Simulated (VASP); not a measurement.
A run of VASP 6.6.1:

File INCAR:

```
SYSTEM = HfO2
ALGO     = Normal         ! electronic algorithm
EDIFF    = 1E-6           ! SCF threshold, eV
EDIFFG   = -0.01          ! ionic threshold
ENCUT    = 600            ! plane-wave cutoff, eV
GGA      = RP             ! functional
IBRION   = 2              ! ionic algorithm
ISIF     = 3              ! what is computed and relaxed
ISMEAR   = -1             ! smearing method
IVDW     = 13             ! dispersion correction
LASPH    = .TRUE.         ! aspherical terms in the spheres
LCHARG   = .FALSE.        ! write CHGCAR
LREAL    = .FALSE.        ! projectors in reciprocal space
LWAVE    = .FALSE.        ! write WAVECAR
NELM     = 60             ! most SCF steps
NSW      = 60             ! ionic steps
PREC     = Accurate       ! precision mode
SIGMA    = 0.05           ! smearing width, eV
```

The input KPOINTS:

```
k-points
0
G
  5 8 4
  0 0 0
```

Contents of POSCAR:

```
HfO2
1.0
    5.5563950000      0.0000000000      0.0000000000
    0.0000000000      3.3335970000      0.0000000000
    0.0000000000      0.0000000000      6.5049950000
Hf O
4 8
Direct
    0.7486820000      0.7500000000      0.6078710000
    0.2513180000      0.2500000000      0.3921290000
    0.2486820000      0.7500000000      0.8921290000
    0.7513180000      0.2500000000      0.1078710000
    0.6394990000      0.2500000000      0.4234000000
    0.3605010000      0.7500000000      0.5766000000
    0.1394990000      0.2500000000      0.0766000000
    0.8605010000      0.7500000000      0.9234000000
    0.5207940000      0.2500000000      0.8414530000
    0.4792060000      0.7500000000      0.1585470000
    0.0207940000      0.2500000000      0.6585470000
    0.9792060000      0.7500000000      0.3414530000
```

Potentials or basis: VASP PAW PBE potentials, release 64 (Hf_pv, O).

Command:

```console
$ cat potpaw_PBE.64/Hf_pv/POTCAR potpaw_PBE.64/O/POTCAR > POTCAR
$ mpirun -np 1 vasp_std > vasp.out
```

Hardware: 1 thread of Oxide Virtual Turin-like Processor (shared host).

Question: Estimate the wall time of this run.

Answer: Run time: 25 min on 1 thread of Oxide Virtual Turin-like Processor (shared host), peak memory 0.41 GiB. Counts: scf iterations 76, k points 45, ion steps 9.
